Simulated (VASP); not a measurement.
# In (I4/mmm) in VASP: a series of runs

In is run at these levels: LDA; tasks: electric field gradients.

Everything below comes from runs of VASP 6.6.1. Logs are shortened: lines on timing, memory, paths and dates and some standing lists are left out, and cuts for length are marked.

## 1. The cell of the first run

It takes space group I4/mmm (No. 139, tetragonal). Conventional cell: a = 3.285 Å, b = 3.285 Å, c = 4.997 Å, α = 90.00°, β = 90.00°, γ = 90.00°. In (site symmetry 4/mmm) has 12 In at 3.28 to 3.41 Å within 4.3 Å.

## 2. Electric field gradients, LDA (volume scaled by 1.03)

INCAR

```
  ALGO = Normal
  EDIFF = 1E-8
  ENCUT = 520
  ISIF = 2
  ISMEAR = -1
  ISYM = 0
  LASPH = True
  LCHARG = False
  LEFG = True
  LREAL = False
  LWAVE = False
  NBANDS = 12
  NELM = 100
  PREC = Accurate
  SIGMA = 0.05
```

KPOINTS

```
k-points
0
Gamma
  12 12 14
```

POSCAR

```
In
1.0
   -1.6422515422      1.6422515422      2.4984461476
    1.6422515422     -1.6422515422      2.4984461476
    1.6422515422      1.6422515422     -2.4984461476
In
1
Direct
    0.0000000000      0.0000000000      0.0000000000
```

Potentials or basis: VASP PAW LDA potentials, release 64 (In_d).

Launch:

```console
> cat potpaw_LDA.64/In_d/POTCAR > POTCAR
> mpirun -np 1 vasp_std > vasp.out
```

OUTCAR:

```text
EDIFF = 1E-8
   ENCUT = 520
   ISIF = 2
   ISMEAR = -1
   ISYM = 0
   LASPH = True
   LREAL = False
   NELM = 100
   PREC = Accurate

 ion  position               nearest neighbor table
   1  0.000  0.000  0.000-

IMPORTANT INFORMATION: All symmetrisations will be switched off!
NOSYMM: (Re-)initialisation of all symmetry stuff for point group C_1.

----------------------------------------------------------------------------------------

                                     Primitive cell

  volume of cell :      26.9531

  direct lattice vectors                    reciprocal lattice vectors
    -1.642251542  1.642251542  2.498446148     0.000000000  0.304460058  0.200124386
     1.642251542 -1.642251542  2.498446148     0.304460058  0.000000000  0.200124386
     1.642251542  1.642251542 -2.498446148     0.304460058  0.304460058  0.000000000

  length of vectors
     3.411189442  3.411189442  3.411189442     0.364342828  0.364342828  0.430571543

  position of ions in fractional coordinates (direct lattice)
     0.000000000  0.000000000  0.000000000

  ion indices of the primitive-cell ions
   primitive index   ion index
                 1           1

----------------------------------------------------------------------------------------

 KPOINTS: k-points

Automatic generation of k-mesh.
 Grid dimensions read from file:
 generate k-points for:   12   12   14

 Generating k-lattice:

  Cartesian coordinates                     Fractional coordinates (reciprocal lattice)
     0.000000000  0.025371672  0.016677032     0.083333333  0.000000000  0.000000000
     0.025371672  0.000000000  0.016677032     0.000000000  0.083333333  0.000000000
     0.021747147  0.021747147  0.000000000     0.000000000  0.000000000  0.071428571

  Length of vectors
     0.030361902  0.030361902  0.030755110

  Shift w.r.t. Gamma in fractional coordinates (k-lattice)
     0.000000000  0.000000000  0.000000000

 -----------------------------------------------------------------------------
|                                                                             |
|           W    W    AA    RRRRR   N    N  II  N    N   GGGG   !!!           |
|           W    W   A  A   R    R  NN   N  II  NN   N  G    G  !!!           |
|           W    W  A    A  R    R  N N  N  II  N N  N  G       !!!           |
|           W WW W  AAAAAA  RRRRR   N  N N  II  N  N N  G  GGG   !            |
|           WW  WW  A    A  R   R   N   NN  II  N   NN  G    G                |
|           W    W  A    A  R    R  N    N  II  N    N   GGGG   !!!           |
|                                                                             |
|     Your reciprocal lattice and k-lattice belong to different lattice       |
|     classes:                                                                |
|                                                                             |
|        The reciprocal lattice is body-centered tetragonal,                  |
|        whereas your k-lattice is base-centered monoclinic.                  |
|                                                                             |
|     Results are often still useful ...                                      |
|                                                                             |
 -----------------------------------------------------------------------------

 WARNING: IBZKPT: internal override: KBLOWUP is changed to .FALSE.
      ... skipping the blow-up phase ...

 Subroutine IBZKPT returns following result:
 ===========================================

 Found   1012 irreducible k-points:

 Following reciprocal coordinates:
            Coordinates               Weight
  0.000000  0.000000  0.000000      1.000000
  0.083333  0.000000  0.000000      2.000000
  0.166667 -0.000000 -0.000000      2.000000
  0.250000 -0.000000  0.000000      2.000000
  0.333333 -0.000000  0.000000      2.000000
  0.416667 -0.000000  0.000000      2.000000
[... 16 lines left out ...]
  0.250000  0.166667 -0.000000      2.000000
  0.333333  0.166667  0.000000      2.000000
 [... further k-points ...]
   k-points           NKPTS =   1012   k-points in BZ     NKDIM =   1012   number of bands    NBANDS=     12
   number of dos      NEDOS =    301   number of ions     NIONS =      1
   total plane-waves  NPLWV =  21952
   dimension x,y,z NGX =    28 NGY =   28 NGZ =   28
   dimension x,y,z NGXF=    56 NGYF=   56 NGZF=   56
   ions per type =               1
   NGX,Y,Z   is equivalent  to a cutoff of  13.65, 13.65, 13.65 a.u.
   NGXF,Y,Z  is equivalent  to a cutoff of  27.29, 27.29, 27.29 a.u.
 SYSTEM =  unknown system
   PREC   = accura    normal or accurate (medium, high low for compatibility)
   ISTART =      0    job   : 0-new  1-cont  2-samecut
   ICHARG =      2    charge: 1-file 2-atom 10-const
   ISPIN  =      1    spin polarized calculation?
   LNONCOLLINEAR =      F non collinear calculations
   LSORBIT =      F    spin-orbit coupling
   LASPH  =      T    aspherical Exc in radial PAW
   ENCUT  =  520.0 eV  38.22 Ry    6.18 a.u.   6.34  6.34  6.34*2*pi/ulx,y,z
   NELM   =    100;   NELMIN=  2; NELMDL= -5     # of ELM steps
   EDIFF  = 0.1E-07   stopping-criterion for ELM
   LREAL  =      F    real-space projection
   EDIFFG = 0.1E-06   stopping-criterion for IOM
   NSW    =      0    number of steps for IOM
   IBRION =     -1    ionic relax: 0-MD 1-quasi-New 2-CG
   NFREE  =      0    steps in history (QN), initial steepest desc. (CG)
   ISIF   =      2    stress and relaxation
   ISYM   =      0    0-nonsym 1-usesym 2-fastsym
   POTIM  = 0.5000    time-step for ionic-motion
   TEBEG  =    0.0;   TEEND  =   0.0 temperature during run
   PSTRESS=    0.0 pullay stress
   NELECT =      13.0000    total number of electrons
   NUPDOWN=      -1.0000    fix difference up-down
   EMIN   =  10.00;   EMAX   =-10.00  energy-range for DOS
   EFERMI =   0.00;   METHOD = LEGACY
   ISMEAR =    -1;   SIGMA  =   0.05  broadening in eV -4-tet -1-fermi 0-gaus
   EFERMI_NEDOS =   21; number of points for ismear=-14 and -15
   IALGO  =     38    algorithm
   IMIX   =      4    mixing-type and parameters
     AMIX     =   0.40;   BMIX     =  1.00
     AMIX_MAG =   1.60;   BMIX_MAG =  1.00
  volume/ion in A,a.u.               =      26.95       181.89
  Fermi-wavevector in a.u.,A,eV,Ry     =   1.283865  2.426154 22.426625  1.648310
  Thomas-Fermi vector in A             =   2.416093
   LORBIT       =      0    0 simple, 1 ext, 2 COOP (PROOUT), +10 PAW based schemes
   GGA     = CA    functional components
   LHFCALC =     F    Hartree Fock is set to
   AEXX    =    0.0000 exact exchange contribution
   IVDW    =     0    specifies the selected vdW correction
   LEPSILON=     F    determine dielectric tensor
   LRPA    =     F    only Hartree local field effects (RPA)
 non-spin polarized calculation
  energy-cutoff  :      520.00
  volume of cell :       26.95
 maximum number of plane-waves:       742
 NGX is ok and might be reduce to    28
   NGX = 13   NGY = 13   NGZ = 13

 number of electron      13.0000000 magnetization

 Free energy of the ion-electron system (eV)
  ---------------------------------------------------
  ext. energy  EPLUGINS =         0.00000000
  ---------------------------------------------------
  free energy    TOTEN  =        -3.19067975 eV

  energy without entropy =       -3.18652319  energy(sigma->0) =       -3.18860147

 E-fermi :   6.8446     XC(G=0): -10.3854

 val. band max:        6.8423575590   @ k =   0.3333   0.3333   0.0000
 cond. band min:       6.8453046680   @ k =  -0.4167   0.3333   0.2143
 fundamental gap:      0.0029471090
 Fermi energy:         6.8446343507

 k-point     1 :       0.0000    0.0000    0.0000
  band No.  band energies     occupation
      1      -7.7021      2.00000
      2      -7.6029      2.00000
      3      -7.6024      2.00000
      4      -7.5263      2.00000
      5      -7.4289      2.00000
      6      -2.4784      2.00000
      7      17.0353      0.00000
      8      17.0359      0.00000
      9      17.1796      0.00000
     10      18.5065      0.00000
     11      20.6340      0.00000
     12      20.7813      0.00000

 k-point     2 :       0.0833    0.0000    0.0000
  band No.  band energies     occupation
      1      -7.6919      2.00000
      2      -7.6033      2.00000
      3      -7.5926      2.00000
      4      -7.5240      2.00000
      5      -7.4328      2.00000
      6      -2.3298      2.00000
      7      15.4156      0.00000
      8      16.7864      0.00000
      9      16.8653      0.00000
     10      18.2530      0.00000
     11      21.0349      0.00000
     12      21.1605      0.00000

 k-point     3 :       0.1667   -0.0000   -0.0000
  band No.  band energies     occupation
      1      -7.6734      2.00000
      2      -7.6100      2.00000
      3      -7.5702      2.00000
      4      -7.5044      2.00000
      5      -7.4380      2.00000
      6      -1.8799      2.00000
      7      12.6544      0.00000
      8      16.0582      0.00000
      9      16.5066      0.00000
     10      18.1608      0.00000
     11      20.1543      0.00000
     12      22.1095      0.00000
[... 286 lines left out ...]
 k-point    23 :       0.2500    0.1667   -0.0000
  band No.  band energies     occupation
      1      -7.6344      2.00000
      2      -7.6109      2.00000
      3      -7.5435      2.00000
      4      -7.4731      2.00000
      5      -7.3983      2.00000
      6       0.0347      2.00000
      7       8.8900      0.00000
      8      11.2880      0.00000
      9      14.9225      0.00000
     10      17.8293      0.00000
     11      19.9239      0.00000
     12      21.1335      0.00000

 k-point    24 :       0.3333    0.1667    0.0000
  band No.  band energies     occupation
      1      -7.6459      2.00000
      2      -7.6128      2.00000
      3      -7.5584      2.00000
      4      -7.4090      2.00000
      5      -7.3881      2.00000
      6       1.2702      2.00000
      7       6.5732      1.99127
      8      11.3510      0.00000
      9      14.0170      0.00000
     10      16.9014      0.00000
     11      19.9381      0.00000
     12      21.7068      0.00000

 [... further k-points ...]

------------------------ aborting loop because EDIFF is reached ----------------------------------------

  FORCE on cell =-STRESS in cart. coord.  units (eV):
  Direction    XX          YY          ZZ          XY          YZ          ZX
  --------------------------------------------------------------------------------------
  -------------------------------------------------------------------------------------
  Total       -0.6208854     -0.6208835     -0.5464684     -0.0188095      0.0215644      0.0215642
  in kB      -36.9073379    -36.9072218    -32.4837627     -1.1180946      1.2818553      1.2818424
  external PRESSURE =     -35.4327741 kB  Pullay stress =       0.0000000 kB

 VOLUME and BASIS-vectors are now :
 -----------------------------------------------------------------------------
  energy-cutoff  :      520.00
  volume of cell :       26.95
      direct lattice vectors                 reciprocal lattice vectors
    -1.642251542  1.642251542  2.498446148     0.000000000  0.304460058  0.200124386
     1.642251542 -1.642251542  2.498446148     0.304460058  0.000000000  0.200124386
     1.642251542  1.642251542 -2.498446148     0.304460058  0.304460058  0.000000000

 POSITION                                       TOTAL-FORCE (eV/Angst)
 -----------------------------------------------------------------------------------
      0.00000      0.00000      0.00000         0.000000     -0.000000      0.000001
 -----------------------------------------------------------------------------------
    total drift:                                0.000000     -0.000000      0.000001

  FREE ENERGIE OF THE ION-ELECTRON SYSTEM (eV)
  ---------------------------------------------------
  free  energy   TOTEN  =        -3.1906797479 eV

  energy  without entropy=       -3.1865231878  energy(sigma->0) =       -3.18860147

 Electric field gradients (V/A^2)
---------------------------------------------------------------------
 ion       V_xx      V_yy      V_zz      V_xy      V_xz      V_yz
---------------------------------------------------------------------
   1      -8.895    -8.895    17.790     1.233    -1.734    -1.734
---------------------------------------------------------------------

 Electric field gradients after diagonalization (V/A^2)
 (convention: |V_zz| > |V_xx| > |V_yy|)
----------------------------------------------------------------------
 ion       V_xx      V_yy      V_zz     asymmetry (V_yy - V_xx)/ V_zz
----------------------------------------------------------------------
   1     -10.128    -7.896    18.024       0.124
----------------------------------------------------------------------

           NMR quadrupolar parameters

 Cq : quadrupolar parameter    Cq=e*Q*V_zz/h
 eta: asymmetry parameters     (V_yy - V_xx)/ V_zz
 Q  : nuclear electric quadrupole moment in mb (millibarn)
----------------------------------------------------------------------
 ion       Cq(MHz)       eta       Q (mb)
----------------------------------------------------------------------
   1       0.044       0.124       1.000
----------------------------------------------------------------------
```

It took 3.8 min on 1 thread of Intel Xeon 6975P-C, shared host; peak memory 0.4 GiB.

What came out:

* Free energy: -3.1907 eV
* Pressure: -3.5 GPa

Electric field gradients, principal values (V/Å²):
```
atom   least   middle  greatest (by size)
1 In  -7.896  -10.128              18.024
```

Caveat: without QUAD_EFG the Cq values of the log hold for a quadrupole moment of 1 mb, not for the nuclei; spin-orbit coupling is left out, which moves the levels of the heavy elements.

## 3. Electric field gradients, LDA (volume scaled by 1.06)

INCAR

```
SYSTEM = In
  PREC = Accurate
  ENCUT = 520
  EDIFF = 1E-8
  ISMEAR = -1
  SIGMA = 0.05
  LREAL = .FALSE.
  LASPH = .TRUE.
  NELM = 100
  ALGO = Normal
  ISIF = 2
  LWAVE = .FALSE.
  LCHARG = .FALSE.
  LEFG = .TRUE.
  ISYM = 0
  NBANDS = 12
```

KPOINTS

```
regular mesh
0
G
  12 12 14
  0 0 0
```

POSCAR

```
In
1.0
   -1.6580433912      1.6580433912      2.5224711420
    1.6580433912     -1.6580433912      2.5224711420
    1.6580433912      1.6580433912     -2.5224711420
In
1
Direct
    0.0000000000      0.0000000000      0.0000000000
```

Potentials or basis: VASP PAW LDA potentials, release 64 (In_d).

Launch:

```console
> cat potpaw_LDA.64/In_d/POTCAR > POTCAR
> mpirun -np 1 vasp_std > vasp.out
```

OUTCAR:

```text
SYSTEM = In
   PREC = Accurate
   ENCUT = 520
   EDIFF = 1E-8
   ISMEAR = -1
   LREAL = .FALSE.
   LASPH = .TRUE.
   NELM = 100
   ISIF = 2
   ISYM = 0

 ion  position               nearest neighbor table
   1  0.000  0.000  0.000-

IMPORTANT INFORMATION: All symmetrisations will be switched off!
NOSYMM: (Re-)initialisation of all symmetry stuff for point group C_1.

----------------------------------------------------------------------------------------

                                     Primitive cell

  volume of cell :      27.7382

  direct lattice vectors                    reciprocal lattice vectors
    -1.658043391  1.658043391  2.522471142     0.000000000  0.301560262  0.198218323
     1.658043391 -1.658043391  2.522471142     0.301560262  0.000000000  0.198218323
     1.658043391  1.658043391 -2.522471142     0.301560262  0.301560262  0.000000000

  length of vectors
     3.443991353  3.443991353  3.443991353     0.360872686  0.360872686  0.426470613

  position of ions in fractional coordinates (direct lattice)
[... 528 lines left out ...]
  energy-cutoff  :      520.00
  volume of cell :       27.74
      direct lattice vectors                 reciprocal lattice vectors
    -1.658043391  1.658043391  2.522471142     0.000000000  0.301560262  0.198218323
     1.658043391 -1.658043391  2.522471142     0.301560262  0.000000000  0.198218323
     1.658043391  1.658043391 -2.522471142     0.301560262  0.301560262  0.000000000

 POSITION                                       TOTAL-FORCE (eV/Angst)
 -----------------------------------------------------------------------------------
      0.00000      0.00000      0.00000         0.000001     -0.000000     -0.000000
 -----------------------------------------------------------------------------------
    total drift:                                0.000001     -0.000000     -0.000000

  FREE ENERGIE OF THE ION-ELECTRON SYSTEM (eV)
  ---------------------------------------------------
  free  energy   TOTEN  =        -3.1716547764 eV

  energy  without entropy=       -3.1674565091  energy(sigma->0) =       -3.16955564

 Electric field gradients (V/A^2)
---------------------------------------------------------------------
 ion       V_xx      V_yy      V_zz      V_xy      V_xz      V_yz
---------------------------------------------------------------------
   1      -8.513    -8.513    17.027     0.853    -1.631    -1.631
---------------------------------------------------------------------

 Electric field gradients after diagonalization (V/A^2)
 (convention: |V_zz| > |V_xx| > |V_yy|)
----------------------------------------------------------------------
 ion       V_xx      V_yy      V_zz     asymmetry (V_yy - V_xx)/ V_zz
----------------------------------------------------------------------
   1      -9.367    -7.874    17.241       0.087
----------------------------------------------------------------------

           NMR quadrupolar parameters

 Cq : quadrupolar parameter    Cq=e*Q*V_zz/h
 eta: asymmetry parameters     (V_yy - V_xx)/ V_zz
 Q  : nuclear electric quadrupole moment in mb (millibarn)
----------------------------------------------------------------------
 ion       Cq(MHz)       eta       Q (mb)
----------------------------------------------------------------------
   1       0.042       0.087       1.000
----------------------------------------------------------------------
```

It took 3.7 min on 1 thread of Intel Xeon 6975P-C, shared host; peak memory 0.41 GiB.

Results:

* Free energy: -3.1717 eV
* Pressure: -4.4 GPa

Stress tensor (GPa, compression positive):
```
-4.50 -0.07  0.10
-0.07 -4.50  0.10
 0.10  0.10 -4.07
```

Levels at points of the mesh, in eV from the Fermi level:
```tsv
k point	band 2	band 3	band 4	band 5	band 6	band 7	band 8	band 9	band 10	band 11
(0.00, 0.00, 0.00)	-14.42	-14.42	-14.35	-14.26	-9.13	9.94	9.94	10.07	11.60	13.55
(0.50, 0.00, 0.00)	-14.48	-14.40	-14.18	-14.15	-4.29	-3.06	7.14	8.64	11.10	11.12
(0.00, 0.50, 0.00)	-14.48	-14.40	-14.18	-14.15	-4.29	-3.06	7.14	8.64	11.10	11.12
(0.50, 0.50, 0.00)	-14.55	-14.18	-14.17	-14.09	-1.84	-1.74	3.40	3.84	6.85	7.30
(0.00, 0.00, 0.50)	-14.55	-14.18	-14.17	-14.09	-1.84	-1.74	3.40	3.84	6.85	7.30
(0.50, 0.00, 0.50)	-14.48	-14.40	-14.18	-14.15	-4.29	-3.06	7.14	8.64	11.10	11.12
(0.00, 0.50, 0.50)	-14.48	-14.40	-14.18	-14.15	-4.29	-3.06	7.14	8.64	11.10	11.12
(0.50, 0.50, 0.50)	-14.55	-14.17	-14.14	-14.14	-3.02	-2.40	4.56	4.56	7.96	8.10
```

Electric field gradients, principal values (V/Å²):
| atom | least | middle | greatest (by size) |
| --- | --- | --- | --- |
| 1 In | -7.874 | -9.367 | 17.241 |

Caveat: without QUAD_EFG the Cq values of the log hold for a quadrupole moment of 1 mb, not for the nuclei; spin-orbit coupling is left out, which moves the levels of the heavy elements.
